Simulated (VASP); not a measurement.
Write the native input for VASP 6.6.1 that does the following.

| Item | Value |
| --- | --- |
| Task | relaxation of shape and atoms at fixed volume |
| Functional | PBE |
| Potentials or basis | VASP PAW PBE potentials, release 64 (Co, O) |
| Cutoff | 600 eV |
| k mesh | 10 × 10 × 10 |
| Occupations | gaussian, width 0.05 eV |
| Spin | collinear spin, antiferromagnetic start |
| Starting moments | [2.79, -2.79, 0.0, 0.0] μB |
| Hubbard terms | Co d U = 3.3 eV |
| Dipole correction | no |
| Further INCAR settings | ALGO = Normal; EDIFF = 1e-06; IBRION = 2; EDIFFG = -0.01; NSW = 60; ISIF = 4 |

The structure of CoO lies in POSCAR:

```
CoO
1.0
   -2.1167843040     -2.1167843040      4.2632697156
   -4.2632697156     -2.1167843040      2.1167843040
   -2.1167843040     -4.2632697156      2.1167843040
Co O
2 2
Direct
    0.0000000000      0.0000000000      0.0000000000
    0.5000000000      0.5000000000      0.5000000000
    1.2499999996     -0.7500000004     -0.7500000004
    1.7500000004     -0.2499999996     -0.2499999996
```

These files were run (other wordings do the same):

INCAR

```
  PREC = Accurate
  ENCUT = 600
  EDIFF = 1E-6
  ISMEAR = 0
  SIGMA = 0.05
  LREAL = F
  LASPH = T
  NELM = 150
  ALGO = Normal
  ISIF = 4
  LWAVE = F
  LCHARG = F
  ISPIN = 2
  MAGMOM = 2.79 -2.79 0 0
  LORBIT = 11
  LMAXMIX = 4
  LDAU = T
  LDAUTYPE = 2
  LDAUL = 2 -1
  LDAUU = 3.3 0
  LDAUJ = 0 0
  LDAUPRINT = 1
  GGA = PE
  IBRION = 2
  NSW = 60
  EDIFFG = -0.01
```

KPOINTS

```
Automatic mesh
0
Gamma
  10 10 10
```

Potentials or basis: VASP PAW PBE potentials, release 64 (Co, O).

Run with:

```bash
$ cat potpaw_PBE.64/Co/POTCAR potpaw_PBE.64/O/POTCAR > POTCAR
$ mpirun -np 1 vasp_std > vasp.out
```

Results of the run:

* Energy gained by relaxing: 14.2 meV/atom
* Ionic steps: 4
* Pressure after relaxing: -4.7 GPa
* Band gap on the k mesh: zero (filled and empty bands overlap)
* Net moment: 0.00 μB per cell
* Site moments: Co +2.65, -2.65; O +0.00 μB
* Valence electrons inside the program's atomic spheres: Co 7.78; O 4.99

Run time: 30 min on 1 thread of Oxide Virtual Turin-like Processor, on a shared host, peak memory 0.4 GiB.
